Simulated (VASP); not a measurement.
# MgO (Fm-3m) in VASP: notebook

Runs on MgO. Level: HSE06. Tasks: single point.

All numbers are computed with VASP 6.6.1; they aren't measurements. Logs are shortened: lines on timing, memory, paths and dates and some standing lists are left out, and cuts for length are marked.

## (1) The cell of the first run

The structure is cubic, space group Fm-3m (No. 225). The conventional cell has a = 4.243 Å, b = 4.243 Å, c = 4.243 Å, α = 90.00°, β = 90.00°, γ = 90.00°. Mg (site symmetry m-3m) has 6 O at 2.12 Å within 2.8 Å. O (site symmetry m-3m) has 6 Mg at 2.12 Å within 2.8 Å.

## (2) Single point, HSE06 (9.55 Å³/atom)

File POSCAR:

```
MgO
1.0
    0.0000000000      2.1215024489      2.1215024489
    2.1215024489      0.0000000000      2.1215024489
    2.1215024489      2.1215024489      0.0000000000
Mg O
1 1
Direct
    0.0000000000      0.0000000000      0.0000000000
    0.5000000000      0.5000000000      0.5000000000
```

File INCAR.step1:

```
PREC = Accurate ; ENCUT = 520
EDIFF = 1E-5 ; ISMEAR = 0
SIGMA = 0.02 ; LREAL = F
LASPH = T ; NELM = 80
ALGO = Normal ; ISIF = 2
LWAVE = T ; LCHARG = F
GGA = PE ; NBANDS = 11
```

File INCAR.step2:

```
PREC = Accurate ; ENCUT = 520
EDIFF = 1E-6 ; ISMEAR = 0
SIGMA = 0.02 ; LREAL = F
LASPH = T ; NELM = 80
ALGO = Normal ; ISIF = 2
LWAVE = F ; LCHARG = F
GGA = PE ; LHFCALC = T
HFSCREEN = 0.2079 ; PRECFOCK = Normal
ISTART = 1 ; NBANDS = 11
```

File KPOINTS:

```
regular mesh
0
Gamma
  6 6 6
```

Potentials or basis: VASP PAW PBE potentials, release 64 (Mg, O).

The run is started by

```console
$ cat potpaw_PBE.64/Mg/POTCAR potpaw_PBE.64/O/POTCAR > POTCAR
$ cp INCAR.step1 INCAR
$ mpirun -np 1 vasp_std > vasp.out
$ cp INCAR.step2 INCAR
$ mpirun -np 1 vasp_std > vasp.out
```

OUTCAR:

```text
PREC = Accurate
   ENCUT = 520
   EDIFF = 1E-6
   ISMEAR = 0
   LREAL = F
   LASPH = T
   NELM = 80
   ISIF = 2
   GGA = PE
   LHFCALC = T
   HFSCREEN = 0.2079
   PRECFOCK = Normal
   ISTART = 1

 ion  position               nearest neighbor table
   1  0.000  0.000  0.000-   2 2.12   2 2.12   2 2.12   2 2.12   2 2.12   2 2.12
   2  0.500  0.500  0.500-   1 2.12   1 2.12   1 2.12   1 2.12   1 2.12   1 2.12

  LATTYP: Found a face centered cubic cell.
 ALAT       =     4.2430048978

  Lattice vectors:

 A1 = (   0.0000000000,   2.1215024489,   2.1215024489)
 A2 = (   2.1215024489,   0.0000000000,   2.1215024489)
 A3 = (   2.1215024489,   2.1215024489,   0.0000000000)

Analysis of symmetry for initial positions (statically):
=====================================================================
 Subroutine PRICEL returns:
 Original cell was already a primitive cell.

 Routine SETGRP: Setting up the symmetry group for a
 face centered cubic supercell.

 Subroutine GETGRP returns: Found 48 space group operations
 (whereof 48 operations were pure point group operations)
 out of a pool of 48 trial point group operations.

The static configuration has the point symmetry O_h .

Analysis of symmetry for dynamics (positions and initial velocities):
=====================================================================
 Subroutine PRICEL returns:
 Original cell was already a primitive cell.

 Routine SETGRP: Setting up the symmetry group for a
 face centered cubic supercell.

 Subroutine GETGRP returns: Found 48 space group operations
 (whereof 48 operations were pure point group operations)
 out of a pool of 48 trial point group operations.

The dynamic configuration has the point symmetry O_h .

 Subroutine INISYM returns: Found 48 space group operations
 (whereof 48 operations are pure point group operations),
 and found     1 'primitive' translations

----------------------------------------------------------------------------------------

                                     Primitive cell

  volume of cell :      19.0968

  direct lattice vectors                    reciprocal lattice vectors
     0.000000000  2.121502449  2.121502449    -0.235682028  0.235682028  0.235682028
     2.121502449  0.000000000  2.121502449     0.235682028 -0.235682028  0.235682028
     2.121502449  2.121502449  0.000000000     0.235682028  0.235682028 -0.235682028

  length of vectors
     3.000257536  3.000257536  3.000257536     0.408213247  0.408213247  0.408213247

  position of ions in fractional coordinates (direct lattice)
     0.000000000  0.000000000  0.000000000
     0.500000000  0.500000000  0.500000000

  ion indices of the primitive-cell ions
   primitive index   ion index
                 1           1
                 2           2

----------------------------------------------------------------------------------------

 KPOINTS: regular mesh

Automatic generation of k-mesh.
 Grid dimensions read from file:
 generate k-points for:    6    6    6

 Generating k-lattice:

  Cartesian coordinates                     Fractional coordinates (reciprocal lattice)
    -0.039280338  0.039280338  0.039280338     0.166666667  0.000000000  0.000000000
     0.039280338 -0.039280338  0.039280338     0.000000000  0.166666667  0.000000000
     0.039280338  0.039280338 -0.039280338     0.000000000  0.000000000  0.166666667

  Length of vectors
     0.068035541  0.068035541  0.068035541

  Shift w.r.t. Gamma in fractional coordinates (k-lattice)
     0.000000000  0.000000000  0.000000000

 Subroutine IBZKPT returns following result:
 ===========================================

 Found     16 irreducible k-points:

 Following reciprocal coordinates:
            Coordinates               Weight
  0.000000  0.000000  0.000000      1.000000
  0.166667  0.000000  0.000000      8.000000
  0.333333  0.000000  0.000000      8.000000
  0.500000  0.000000  0.000000      4.000000
  0.166667  0.166667  0.000000      6.000000
  0.333333  0.166667  0.000000     24.000000
[... 8 lines left out ...]
 -0.333333  0.333333  0.166667     24.000000
 -0.333333  0.500000  0.166667     12.000000
   k-points           NKPTS =     16   k-points in BZ     NKDIM =    216   number of bands    NBANDS=     11
   number of dos      NEDOS =    301   number of ions     NIONS =      2
   total plane-waves  NPLWV =  13824
   dimension x,y,z NGX =    24 NGY =   24 NGZ =   24
   dimension x,y,z NGXF=    48 NGYF=   48 NGZF=   48
   ions per type =               1   1
   NGX,Y,Z   is equivalent  to a cutoff of  13.30, 13.30, 13.30 a.u.
   NGXF,Y,Z  is equivalent  to a cutoff of  26.60, 26.60, 26.60 a.u.
 SYSTEM =  unknown system
   PREC   = accura    normal or accurate (medium, high low for compatibility)
   ISTART =      1    job   : 0-new  1-cont  2-samecut
   ICHARG =      0    charge: 1-file 2-atom 10-const
   ISPIN  =      1    spin polarized calculation?
   LNONCOLLINEAR =      F non collinear calculations
   LSORBIT =      F    spin-orbit coupling
   LASPH  =      T    aspherical Exc in radial PAW
   ENCUT  =  520.0 eV  38.22 Ry    6.18 a.u.   5.58  5.58  5.58*2*pi/ulx,y,z
   NELM   =     80;   NELMIN=  2; NELMDL=  0     # of ELM steps
   EDIFF  = 0.1E-05   stopping-criterion for ELM
   LREAL  =      F    real-space projection
   EDIFFG = 0.1E-04   stopping-criterion for IOM
   NSW    =      0    number of steps for IOM
   IBRION =     -1    ionic relax: 0-MD 1-quasi-New 2-CG
   NFREE  =      0    steps in history (QN), initial steepest desc. (CG)
   ISIF   =      2    stress and relaxation
   ISYM   =      3    0-nonsym 1-usesym 2-fastsym
   POTIM  = 0.5000    time-step for ionic-motion
   TEBEG  =    0.0;   TEEND  =   0.0 temperature during run
   PSTRESS=    0.0 pullay stress
   NELECT =       8.0000    total number of electrons
   NUPDOWN=      -1.0000    fix difference up-down
   EMIN   =  10.00;   EMAX   =-10.00  energy-range for DOS
   EFERMI =   0.00;   METHOD = LEGACY
   ISMEAR =     0;   SIGMA  =   0.02  broadening in eV -4-tet -1-fermi 0-gaus
   EFERMI_NEDOS =   21; number of points for ismear=-14 and -15
   IALGO  =     38    algorithm
   IMIX   =      1    mixing-type and parameters
     AMIX     =   0.40;   BMIX     =  1.00
     AMIX_MAG =   1.60;   BMIX_MAG =  1.00
  volume/ion in A,a.u.               =       9.55        64.44
  Fermi-wavevector in a.u.,A,eV,Ry     =   1.224949  2.314818 20.415538  1.500500
  Thomas-Fermi vector in A             =   2.360005
   LORBIT       =      0    0 simple, 1 ext, 2 COOP (PROOUT), +10 PAW based schemes
   GGA     = PE    functional components
   LHFCALC =     T    Hartree Fock is set to
   PRECFOCK=normal    Normal, Fast or Accurate (Low or Medium for compatibility)
   ENCUT4O =  -1.0   cutoff for four orbital integrals eV
   NKREDX  =     1    reduce k-point grid by
   NKREDY  =     1    reduce k-point grid by
   NKREDZ  =     1    reduce k-point grid by
   AEXX    =    0.2500 exact exchange contribution
   HFSCREEN=    0.2079 screening length (either q_TF or 0.3 A-1)
   HFSCREENC=   0.2079 screening length for correlation (either q_TF or 0.3 A-1)
   ENCUTFOCK=  -1.0 apply spherical cutoff to Coloumb kernel
   IVDW    =     0    specifies the selected vdW correction
   LEPSILON=     F    determine dielectric tensor
   LRPA    =     F    only Hartree local field effects (RPA)
 non-spin polarized calculation
 Gauss-broadening in eV      SIGMA  =   0.02
  energy-cutoff  :      520.00
  volume of cell :       19.10
 maximum number of plane-waves:       531
 NGX is ok and might be reduce to    24
  NGX = 18; NGY = 18; NGZ = 18

 number of electron       8.0000005 magnetization

 Free energy of the ion-electron system (eV)
  ---------------------------------------------------
  ext. energy  EPLUGINS =         0.00000000
  ---------------------------------------------------
  free energy    TOTEN  =       -14.20135779 eV

  energy without entropy =      -14.20135779  energy(sigma->0) =      -14.20135779

 E-fermi :   2.0001     XC(G=0):  -9.0159

 val. band max:        1.7877058904   @ k =   0.0000   0.0000   0.0000
 cond. band min:       7.9944585499   @ k =   0.0000   0.0000   0.0000
 fundamental gap:      6.2067526594
 Fermi energy:         2.0001258413

 k-point     1 :       0.0000    0.0000    0.0000
  band No.  band energies     occupation
      1     -16.9224      2.00000
      2       1.7877      2.00000
      3       1.7877      2.00000
      4       1.7877      2.00000
      5       7.9945      0.00000
      6      19.3983      0.00000
      7      19.3983      0.00000
      8      19.3983      0.00000
      9      23.2652      0.00000
     10      25.1760      0.00000
     11      25.1760      0.00000

 k-point     2 :       0.1667    0.0000    0.0000
  band No.  band energies     occupation
      1     -16.6364      2.00000
      2       0.2429      2.00000
      3       1.6049      2.00000
      4       1.6049      2.00000
      5       9.4618      0.00000
      6      17.0513      0.00000
      7      19.9816      0.00000
      8      19.9816      0.00000
      9      23.8471      0.00000
     10      23.8471      0.00000
     11      25.9008      0.00000

 k-point     3 :       0.3333    0.0000    0.0000
  band No.  band energies     occupation
      1     -15.9973      2.00000
      2      -2.0415      2.00000
      3       1.2621      2.00000
      4       1.2621      2.00000
      5      11.0708      0.00000
      6      15.9900      0.00000
      7      20.1510      0.00000
      8      20.1510      0.00000
      9      24.6116      0.00000
     10      24.6116      0.00000
     11      25.0251      0.00000

 k-point     4 :       0.5000    0.0000    0.0000
  band No.  band energies     occupation
      1     -15.6332      2.00000
      2      -3.0398      2.00000
      3       1.1007      2.00000
      4       1.1007      2.00000
      5      11.3017      0.00000
      6      16.3787      0.00000
      7      19.8617      0.00000
      8      19.8617      0.00000
      9      24.4692      0.00000
     10      26.3023      0.00000
     11      26.3023      0.00000

 k-point     5 :       0.1667    0.1667    0.0000
  band No.  band energies     occupation
      1     -16.5482      2.00000
      2       0.1698      2.00000
      3       1.3772      2.00000
      4       1.3772      2.00000
      5       9.9678      0.00000
      6      16.2561      0.00000
      7      20.3152      0.00000
      8      20.3152      0.00000
      9      21.2446      0.00000
     10      26.0341      0.00000
     11      28.2530      0.00000
[... 99 lines left out ...]
 k-point    13 :       0.5000    0.5000    0.0000
  band No.  band energies     occupation
      1     -15.3669      2.00000
      2      -2.5007      2.00000
      3       0.3503      2.00000
      4       0.3503      2.00000
      5      12.5982      0.00000
      6      13.3783      0.00000
      7      16.8895      0.00000
      8      22.7984      0.00000
      9      22.7984      0.00000
     10      29.0656      0.00000
     11      30.5933      0.00000

 k-point    14 :       0.5000    0.3333    0.1667
  band No.  band energies     occupation
      1     -15.6223      2.00000
      2      -1.9089      2.00000
      3      -0.1491      2.00000
      4       0.7176      2.00000
      5      13.5453      0.00000
      6      14.6332      0.00000
      7      17.0938      0.00000
      8      20.8815      0.00000
      9      23.1770      0.00000
     10      26.5988      0.00000
     11      31.4920      0.00000

 k-point    15 :      -0.3333    0.3333    0.1667
  band No.  band energies     occupation
      1     -15.3990      2.00000
      2      -1.9625      2.00000
      3      -0.7904      2.00000
      4       0.4556      2.00000
      5      14.1186      0.00000
      6      15.6206      0.00000
      7      16.2579      0.00000
      8      20.1355      0.00000
      9      24.4450      0.00000
     10      25.7498      0.00000
     11      31.5400      0.00000

 k-point    16 :      -0.3333    0.5000    0.1667
  band No.  band energies     occupation
      1     -15.3288      2.00000
      2      -1.9424      2.00000
      3      -0.5616      2.00000
      4       0.0340      2.00000
      5      14.0961      0.00000
      6      14.8923      0.00000
      7      16.1946      0.00000
      8      20.1483      0.00000
      9      23.9708      0.00000
     10      28.3457      0.00000
     11      29.9528      0.00000

------------------------ aborting loop because EDIFF is reached ----------------------------------------

  FORCE on cell =-STRESS in cart. coord.  units (eV):
  Direction    XX          YY          ZZ          XY          YZ          ZX
  --------------------------------------------------------------------------------------
  -------------------------------------------------------------------------------------
  Total       -0.5954515     -0.5954515     -0.5954515      0.0000000      0.0000000      0.0000000
  in kB      -49.9570050    -49.9570050    -49.9570050      0.0000000      0.0000000      0.0000000
  external PRESSURE =     -49.9570050 kB  Pullay stress =       0.0000000 kB

 VOLUME and BASIS-vectors are now :
 -----------------------------------------------------------------------------
  energy-cutoff  :      520.00
  volume of cell :       19.10
      direct lattice vectors                 reciprocal lattice vectors
     0.000000000  2.121502449  2.121502449    -0.235682028  0.235682028  0.235682028
     2.121502449  0.000000000  2.121502449     0.235682028 -0.235682028  0.235682028
     2.121502449  2.121502449  0.000000000     0.235682028  0.235682028 -0.235682028

 POSITION                                       TOTAL-FORCE (eV/Angst)
 -----------------------------------------------------------------------------------
      0.00000      0.00000      0.00000        -0.000000      0.000000     -0.000000
      2.12150      2.12150      2.12150         0.000000     -0.000000      0.000000
 -----------------------------------------------------------------------------------
    total drift:                               -0.000000      0.000000      0.000000

  FREE ENERGIE OF THE ION-ELECTRON SYSTEM (eV)
  ---------------------------------------------------
  free  energy   TOTEN  =       -14.2013577925 eV

  energy  without entropy=      -14.2013577925  energy(sigma->0) =      -14.20135779
```

Wall time 5.5 min (1 thread of AMD EPYC 7R13 (Zen 3), shared host); peak memory 0.22 GiB.

Results:

| Item | Value |
| --- | --- |
| Free energy | -14.2014 eV |
| Pressure | -5.0 GPa |
| Band gap on the k mesh | 6.21 eV |

Levels at points of the mesh, in eV from the valence-band top:
```
           k point  band 1  band 2  band 3  band 4  band 5  band 6  band 7  band 8
(0.00, 0.00, 0.00)  -18.71    0.00    0.00    0.00    6.21   17.61   17.61   17.61
(0.50, 0.00, 0.00)  -17.42   -4.83   -0.69   -0.69    9.51   14.59   18.07   18.07
(0.50, 0.50, 0.00)  -17.15   -4.29   -1.44   -1.44   10.81   11.59   15.10   21.01
```

Caveat: the k points lie up to 0.43 Å⁻¹ apart; the PAW data sets were made with another functional, which shifts forces and pressure a little.

## (3) Single point, HSE06 (9.83 Å³/atom)

This run uses another cell than the first one, of 9.83 Å³/atom.

File POSCAR:

```
MgO
1.0
    0.0000000000      2.1419027623      2.1419027623
    2.1419027623      0.0000000000      2.1419027623
    2.1419027623      2.1419027623      0.0000000000
Mg O
1 1
Direct
    0.0000000000      0.0000000000      0.0000000000
    0.5000000000      0.5000000000      0.5000000000
```

File INCAR.step1:

```
SYSTEM = MgO
PREC = Accurate ; ENCUT = 520
EDIFF = 1E-5 ; ISMEAR = 0
SIGMA = 0.02 ; LREAL = .FALSE.
LASPH = .TRUE. ; NELM = 100
ALGO = Normal ; ISIF = 2
LWAVE = .TRUE. ; GGA = PE
NBANDS = 11
```

File INCAR.step2:

```
SYSTEM = MgO
PREC = Accurate ; ENCUT = 520
EDIFF = 1E-6 ; ISMEAR = 0
SIGMA = 0.02 ; LREAL = .FALSE.
LASPH = .TRUE. ; NELM = 100
ALGO = Normal ; ISIF = 2
LWAVE = .FALSE. ; LCHARG = .TRUE.
GGA = PE ; LHFCALC = .TRUE.
HFSCREEN = 0.2079 ; PRECFOCK = Normal
LELF = .TRUE. ; LVHAR = .TRUE.
ISTART = 1 ; NBANDS = 11
```

File KPOINTS:

```
Automatic mesh
0
G
  6 6 6
  0 0 0
```

Potentials or basis: VASP PAW PBE potentials, release 64 (Mg, O).

The run is started by

```console
$ cat potpaw_PBE.64/Mg/POTCAR potpaw_PBE.64/O/POTCAR > POTCAR
$ cp INCAR.step1 INCAR
$ mpirun -np 1 vasp_std > vasp.out
$ cp INCAR.step2 INCAR
$ mpirun -np 1 vasp_std > vasp.out
```

Run time: 5.6 min. Hardware: 1 thread of AMD EPYC 7R13 (Zen 3), shared host; peak memory 0.22 GiB.

Results (log left out):

| Property | Result |
| --- | --- |
| Free energy | -14.1776 eV |
| Pressure | -9.0 GPa |
| Band gap on the k mesh | 5.91 eV |

Levels at points of the mesh, in eV from the valence-band top:
| k point | band 1 | band 2 | band 3 | band 4 | band 5 | band 6 | band 7 | band 8 |
| --- | --- | --- | --- | --- | --- | --- | --- | --- |
| (0.00, 0.00, 0.00) | -18.57 | 0.00 | 0.00 | 0.00 | 5.91 | 17.43 | 17.43 | 17.43 |
| (0.50, 0.00, 0.00) | -17.35 | -4.70 | -0.66 | -0.66 | 9.32 | 14.24 | 17.76 | 17.76 |
| (0.50, 0.50, 0.00) | -17.09 | -4.17 | -1.40 | -1.40 | 10.76 | 11.27 | 14.78 | 20.56 |

Caveat: the k points lie up to 0.42 Å⁻¹ apart; the PAW data sets were made with another functional, which shifts forces and pressure a little.
